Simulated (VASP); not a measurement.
# ScAl3 (P-6m2) in VASP: a series of runs

ScAl3 is run at these levels: PBE; tasks: single point, relaxation of cell and atoms.

Program: VASP 6.6.1. These are calculated values, not measurements. Logs are shortened: lines on timing, memory, paths and dates and some standing lists are left out, and cuts for length are marked.

**1. The cell of the first run**

The structure is hexagonal, space group P-6m2 (No. 187). The conventional cell has a = 3.008 Å, b = 3.008 Å, c = 9.415 Å, α = 90.00°, β = 90.00°, γ = 120.00°. Sc (site symmetry -6m2) has 6 Al at 2.99 Å and 6 Sc at 3.01 Å within 3.9 Å. Within 3.8 Å of Al (site symmetry -6m2) lie 12 Al at 2.86 to 3.01 Å. Within 3.8 Å of Al (site symmetry 3m) lie 9 Al at 2.86 to 3.01 Å and 3 Sc at 2.99 Å.

**2. Single point, PBE**

Input file INCAR:

```
PREC     = Accurate       # precision mode
ENCUT    = 520            # plane-wave cutoff, eV
EDIFF    = 1E-6           # SCF threshold, eV
ISMEAR   = 0              # smearing method
SIGMA    = 0.1            # smearing width, eV
LREAL    = False          # projectors in reciprocal space
LASPH    = True           # aspherical terms in the spheres
NELM     = 100            # most SCF steps
ALGO     = Fast           # electronic algorithm
ISIF     = 2              # what is computed and relaxed
LWAVE    = False          # write WAVECAR
LCHARG   = False          # write CHGCAR
GGA      = PE             # functional
NBANDS   = 18             # bands
```

Input file KPOINTS:

```
Automatic mesh
0
Gamma
  6 6 2
```

Input file POSCAR:

```
ScAl3
1.0
    3.0079107955     -0.0000000032      0.0000000000
   -1.5039553950      2.6049271628      0.0000000000
    0.0000000000      0.0000000000      9.4146501454
Sc Al
1 3
Direct
    0.3333333333      0.6666666667      0.0000000000
    0.3333333333      0.6666666667      0.5000000000
    0.6666666667      0.3333333333      0.2591829179
    0.6666666667      0.3333333333      0.7408170821
```

Potentials or basis: VASP PAW PBE potentials, release 64 (Sc_sv, Al).

Started as:

```console
> cat potpaw_PBE.64/Sc_sv/POTCAR potpaw_PBE.64/Al/POTCAR > POTCAR
> mpirun -np 1 vasp_std > vasp.out
```

OUTCAR:

```text
PREC = Accurate
   ENCUT = 520
   EDIFF = 1E-6
   ISMEAR = 0
   LREAL = False
   LASPH = True
   NELM = 100
   ISIF = 2
   GGA = PE

 ion  position               nearest neighbor table
   1  0.333  0.667  0.000-   3 2.99   4 2.99   3 2.99   4 2.99   3 2.99   4 2.99
   2  0.333  0.667  0.500-   3 2.86   4 2.86   3 2.86   4 2.86   3 2.86   4 2.86
   3  0.667  0.333  0.259-   2 2.86   2 2.86   2 2.86   1 2.99   1 2.99   1 2.99
   4  0.667  0.333  0.741-   2 2.86   2 2.86   2 2.86   1 2.99   1 2.99   1 2.99

  LATTYP: Found a hexagonal cell.
 ALAT       =     3.0079107955
 C/A-ratio  =     3.1299632155

  Lattice vectors:

 A1 = (   3.0079107955,  -0.0000000032,   0.0000000000)
 A2 = (  -1.5039553950,   2.6049271628,   0.0000000000)
 A3 = (   0.0000000000,   0.0000000000,   9.4146501454)

Analysis of symmetry for initial positions (statically):
=====================================================================
 Subroutine PRICEL returns:
 Original cell was already a primitive cell.

 Routine SETGRP: Setting up the symmetry group for a
 hexagonal supercell.

 Subroutine GETGRP returns: Found 12 space group operations
 (whereof 12 operations were pure point group operations)
 out of a pool of 24 trial point group operations.

The static configuration has the point symmetry D_3h.

Analysis of symmetry for dynamics (positions and initial velocities):
=====================================================================
 Subroutine PRICEL returns:
 Original cell was already a primitive cell.

 Routine SETGRP: Setting up the symmetry group for a
 hexagonal supercell.

 Subroutine GETGRP returns: Found 12 space group operations
 (whereof 12 operations were pure point group operations)
 out of a pool of 24 trial point group operations.

The dynamic configuration has the point symmetry D_3h.

 Subroutine INISYM returns: Found 12 space group operations
 (whereof 12 operations are pure point group operations),
 and found     1 'primitive' translations

----------------------------------------------------------------------------------------

                                     Primitive cell

  volume of cell :      73.7674

  direct lattice vectors                    reciprocal lattice vectors
     3.007910795 -0.000000003  0.000000000     0.332456668  0.191943946  0.000000000
    -1.503955395  2.604927163  0.000000000     0.000000000  0.383887893  0.000000000
     0.000000000  0.000000000  9.414650145     0.000000000  0.000000000  0.106217436

  length of vectors
     3.007910795  3.007910795  9.414650145     0.383887893  0.383887893  0.106217436

  position of ions in fractional coordinates (direct lattice)
     0.333333333  0.666666667  0.000000000
     0.333333333  0.666666667  0.500000000
     0.666666667  0.333333333  0.259182918
     0.666666667  0.333333333  0.740817082

  ion indices of the primitive-cell ions
   primitive index   ion index
                 1           1
                 2           2
                 3           3
                 4           4

----------------------------------------------------------------------------------------

 KPOINTS: Automatic mesh

Automatic generation of k-mesh.
 Grid dimensions read from file:
 generate k-points for:    6    6    2

 Generating k-lattice:

  Cartesian coordinates                     Fractional coordinates (reciprocal lattice)
     0.055409445  0.031990658  0.000000000     0.166666667  0.000000000  0.000000000
     0.000000000  0.063981316  0.000000000     0.000000000  0.166666667  0.000000000
     0.000000000  0.000000000  0.053108718     0.000000000  0.000000000  0.500000000

  Length of vectors
     0.063981316  0.063981316  0.053108718

  Shift w.r.t. Gamma in fractional coordinates (k-lattice)
     0.000000000  0.000000000  0.000000000

 Subroutine IBZKPT returns following result:
 ===========================================

 Found     14 irreducible k-points:

 Following reciprocal coordinates:
            Coordinates               Weight
  0.000000  0.000000  0.000000      1.000000
  0.166667 -0.000000  0.000000      6.000000
  0.333333  0.000000  0.000000      6.000000
  0.500000  0.000000  0.000000      3.000000
  0.166667  0.166667  0.000000      6.000000
  0.333333  0.166667  0.000000     12.000000
  0.333333  0.333333  0.000000      2.000000
  0.000000  0.000000  0.500000      1.000000
  0.166667 -0.000000  0.500000      6.000000
  0.333333  0.000000  0.500000      6.000000
  0.500000  0.000000  0.500000      3.000000
  0.166667  0.166667  0.500000      6.000000
  0.333333  0.166667  0.500000     12.000000
  0.333333  0.333333  0.500000      2.000000
   k-points           NKPTS =     14   k-points in BZ     NKDIM =     14   number of bands    NBANDS=     18
   number of dos      NEDOS =    301   number of ions     NIONS =      4
   total plane-waves  NPLWV =  40320
   dimension x,y,z NGX =    24 NGY =   24 NGZ =   70
   dimension x,y,z NGXF=    48 NGYF=   48 NGZF=  140
   ions per type =               1   3
   NGX,Y,Z   is equivalent  to a cutoff of  13.26, 13.26, 12.36 a.u.
   NGXF,Y,Z  is equivalent  to a cutoff of  26.53, 26.53, 24.72 a.u.
 SYSTEM =  unknown system
   PREC   = accura    normal or accurate (medium, high low for compatibility)
   ISTART =      0    job   : 0-new  1-cont  2-samecut
   ICHARG =      2    charge: 1-file 2-atom 10-const
   ISPIN  =      1    spin polarized calculation?
   LNONCOLLINEAR =      F non collinear calculations
   LSORBIT =      F    spin-orbit coupling
   LASPH  =      T    aspherical Exc in radial PAW
   ENCUT  =  520.0 eV  38.22 Ry    6.18 a.u.   5.59  5.59 17.51*2*pi/ulx,y,z
   NELM   =    100;   NELMIN=  2; NELMDL= -5     # of ELM steps
   EDIFF  = 0.1E-05   stopping-criterion for ELM
   LREAL  =      F    real-space projection
   EDIFFG = 0.1E-04   stopping-criterion for IOM
   NSW    =      0    number of steps for IOM
   IBRION =     -1    ionic relax: 0-MD 1-quasi-New 2-CG
   NFREE  =      0    steps in history (QN), initial steepest desc. (CG)
   ISIF   =      2    stress and relaxation
   ISYM   =      2    0-nonsym 1-usesym 2-fastsym
   POTIM  = 0.5000    time-step for ionic-motion
   TEBEG  =    0.0;   TEEND  =   0.0 temperature during run
   PSTRESS=    0.0 pullay stress
   NELECT =      20.0000    total number of electrons
   NUPDOWN=      -1.0000    fix difference up-down
   EMIN   =  10.00;   EMAX   =-10.00  energy-range for DOS
   EFERMI =   0.00;   METHOD = LEGACY
   ISMEAR =     0;   SIGMA  =   0.10  broadening in eV -4-tet -1-fermi 0-gaus
   EFERMI_NEDOS =   21; number of points for ismear=-14 and -15
   IALGO  =     68    algorithm
   IMIX   =      4    mixing-type and parameters
     AMIX     =   0.40;   BMIX     =  1.00
     AMIX_MAG =   1.60;   BMIX_MAG =  1.00
  volume/ion in A,a.u.               =      18.44       124.45
  Fermi-wavevector in a.u.,A,eV,Ry     =   1.059571  2.002298 15.275124  1.122690
  Thomas-Fermi vector in A             =   2.194921
   LORBIT       =      0    0 simple, 1 ext, 2 COOP (PROOUT), +10 PAW based schemes
   GGA     = PE    functional components
   LHFCALC =     F    Hartree Fock is set to
   AEXX    =    0.0000 exact exchange contribution
   IVDW    =     0    specifies the selected vdW correction
   LEPSILON=     F    determine dielectric tensor
   LRPA    =     F    only Hartree local field effects (RPA)
 non-spin polarized calculation
 RMM-DIIS sequential band-by-band and
 Gauss-broadening in eV      SIGMA  =   0.10
  energy-cutoff  :      520.00
  volume of cell :       73.77
 maximum number of plane-waves:      2040
 NGX is ok and might be reduce to    24
   NGX = 11   NGY = 11   NGZ = 35

 number of electron      20.0000001 magnetization

 Free energy of the ion-electron system (eV)
  ---------------------------------------------------
  ext. energy  EPLUGINS =         0.00000000
  ---------------------------------------------------
  free energy    TOTEN  =       -17.83798044 eV

  energy without entropy =      -17.82813109  energy(sigma->0) =      -17.83305576

 E-fermi :   6.8171     XC(G=0): -10.1247

 val. band max:        6.4964763180   @ k =   0.3333   0.1667   0.0000
 cond. band min:       6.8241187219   @ k =   0.3333   0.3333   0.0000
 fundamental gap:      0.3276424039
 Fermi energy:         6.8171159856

 k-point     1 :       0.0000    0.0000    0.0000
  band No.  band energies     occupation
      1     -42.4479      2.00000
      2     -21.1845      2.00000
      3     -20.7376      2.00000
      4     -20.7376      2.00000
      5      -3.6236      2.00000
      6      -1.8674      2.00000
[... 10 lines left out ...]
     17      15.7333      0.00000
     18      15.7683      0.00000

 k-point     2 :       0.1667   -0.0000    0.0000
  band No.  band energies     occupation
      1     -42.4212      2.00000
      2     -21.1559      2.00000
      3     -20.9083      2.00000
      4     -20.7755      2.00000
      5      -3.0184      2.00000
      6      -1.2934      2.00000
[... 10 lines left out ...]
     17      13.5033      0.00000
     18      13.5384      0.00000

 k-point     3 :       0.3333    0.0000    0.0000
  band No.  band energies     occupation
      1     -42.3672      2.00000
      2     -21.2381      2.00000
      3     -21.0983      2.00000
      4     -20.8505      2.00000
      5      -1.2240      2.00000
      6       0.4049      2.00000
[... 10 lines left out ...]
     17      11.1900      0.00000
     18      11.9265      0.00000

 k-point     4 :       0.5000    0.0000    0.0000
  band No.  band energies     occupation
      1     -42.3401      2.00000
      2     -21.3978      2.00000
      3     -21.0693      2.00000
      4     -20.8875      2.00000
      5       1.5020      2.00000
      6       1.9249      2.00000
[... 165 lines left out ...]
      4     -20.8654      2.00000
      5      -1.7696      2.00000
      6      -0.3772      2.00000
[... 10 lines left out ...]
     17      10.7564      0.00000
     18      10.9532      0.00000

 k-point    13 :       0.3333    0.1667    0.5000
  band No.  band energies     occupation
      1     -42.3401      2.00000
      2     -21.3140      2.00000
      3     -21.0694      2.00000
      4     -20.9770      2.00000
      5       0.5688      2.00000
      6       1.9418      2.00000
[... 10 lines left out ...]
     17      10.0568      0.00000
     18      11.1396      0.00000

 k-point    14 :       0.3333    0.3333    0.5000
  band No.  band energies     occupation
      1     -42.3265      2.00000
      2     -21.1995      2.00000
      3     -21.1955      2.00000
      4     -21.0550      2.00000
      5       3.1569      2.00000
      6       3.4260      2.00000
[... 10 lines left out ...]
     17      10.0235      0.00000
     18      10.8282      0.00000

------------------------ aborting loop because EDIFF is reached ----------------------------------------

  FORCE on cell =-STRESS in cart. coord.  units (eV):
  Direction    XX          YY          ZZ          XY          YZ          ZX
  --------------------------------------------------------------------------------------
  -------------------------------------------------------------------------------------
  Total        0.0684000      0.0684000      0.0681713     -0.0000000     -0.0000000      0.0000000
  in kB        1.4856011      1.4856011      1.4806334     -0.0000000     -0.0000000      0.0000000
  external PRESSURE =       1.4839452 kB  Pullay stress =       0.0000000 kB

 VOLUME and BASIS-vectors are now :
 -----------------------------------------------------------------------------
  energy-cutoff  :      520.00
  volume of cell :       73.77
      direct lattice vectors                 reciprocal lattice vectors
     3.007910795 -0.000000003  0.000000000     0.332456668  0.191943946  0.000000000
    -1.503955395  2.604927163  0.000000000     0.000000000  0.383887893  0.000000000
     0.000000000  0.000000000  9.414650145     0.000000000  0.000000000  0.106217436

 POSITION                                       TOTAL-FORCE (eV/Angst)
 -----------------------------------------------------------------------------------
      0.00000      1.73662      0.00000         0.000000     -0.000000      0.000000
      0.00000      1.73662      4.70733        -0.000000      0.000000      0.000000
      1.50396      0.86831      2.44012        -0.000000      0.000000     -0.010002
      1.50396      0.86831      6.97453        -0.000000      0.000000      0.010002
 -----------------------------------------------------------------------------------
    total drift:                                0.000000     -0.000000     -0.000000

  FREE ENERGIE OF THE ION-ELECTRON SYSTEM (eV)
  ---------------------------------------------------
  free  energy   TOTEN  =       -17.8379804366 eV

  energy  without entropy=      -17.8281310918  energy(sigma->0) =      -17.83305576
```

Run time: 18 s. Hardware: 1 thread of AMD EPYC 7R13 (Zen 3), shared host; peak memory 0.16 GiB.

What came out:

```yaml
Free_energy: -17.8380 eV
Pressure: 0.1 GPa
Largest_force: 0.010 eV/Å
Band_gap_on_the_k_mesh: zero (band 10 reaches 7.92 eV, above the bottom of band 11 at 5.53 eV)
```

Forces in eV/Å, atoms in the order of the input:
```
Sc   0.000  0.000  0.000
Al   0.000  0.000  0.000
Al   0.000  0.000 -0.010
Al   0.000  0.000  0.010
```

Caveat: the k points lie up to 0.40 Å⁻¹ apart.

[end of part 1 of 3]
